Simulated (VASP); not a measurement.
Set up this calculation in VASP 6.6.1, as the native input.

| Property | Result |
| --- | --- |
| Task | single point |
| Functional | PBE |
| Potentials or basis | VASP PAW PBE potentials, release 64 (Zr_sv, B) |
| Cutoff | 520 eV |
| k mesh | 12 × 12 × 10 |
| Occupations | gaussian, width 0.05 eV |
| Spin | no spin polarisation |
| Dipole correction | no |
| Further INCAR settings | ALGO = Normal; EDIFF = 1e-07; NBANDS = 16 |

The structure of ZrB2 lies in POSCAR:

```
ZrB2
1.0
    3.1512490501      0.0000000000      0.0000000000
   -1.5756245250      2.7290617310      0.0000000000
    0.0000000000      0.0000000000      3.5155023870
Zr B
1 2
Direct
    0.0000000000      0.0000000000      0.0000000000
    0.3333333333      0.6666666667      0.5000000000
    0.6666666667      0.3333333333      0.5000000000
```

This cell differs from its parent crystal: volume scaled by 0.980.

One way to write it, as run:

INCAR

```
SYSTEM = ZrB2
PREC     = Accurate       ! precision mode
ENCUT    = 520            ! plane-wave cutoff, eV
EDIFF    = 1E-7           ! SCF threshold, eV
ISMEAR   = 0              ! smearing method
SIGMA    = 0.05           ! smearing width, eV
LREAL    = .False.        ! projectors in reciprocal space
LASPH    = .True.         ! aspherical terms in the spheres
NELM     = 80             ! most SCF steps
ALGO     = Normal         ! electronic algorithm
ISIF     = 2              ! what is computed and relaxed
LWAVE    = .False.        ! write WAVECAR
LCHARG   = .False.        ! write CHGCAR
GGA      = PE             ! functional
NBANDS   = 16             ! bands
```

KPOINTS

```
regular mesh
0
Gamma
  12 12 10
  0 0 0
```

Potentials or basis: VASP PAW PBE potentials, release 64 (Zr_sv, B).

The run is started by

```bash
$ cat potpaw_PBE.64/Zr_sv/POTCAR potpaw_PBE.64/B/POTCAR > POTCAR
$ mpirun -np 1 vasp_std > vasp.out
```

Results of the run:

```json
{
  "Pressure": "5.1 GPa",
  "Band gap on the k mesh": "zero (band 9 reaches 11.30 eV, above the bottom of band 10 at 10.16 eV)"
}
```

Wall time 17 s on 1 thread of Intel(R) Xeon(R) 6975P-C (Granite Rapids), with other jobs on the host, peak memory 0.18 GiB.
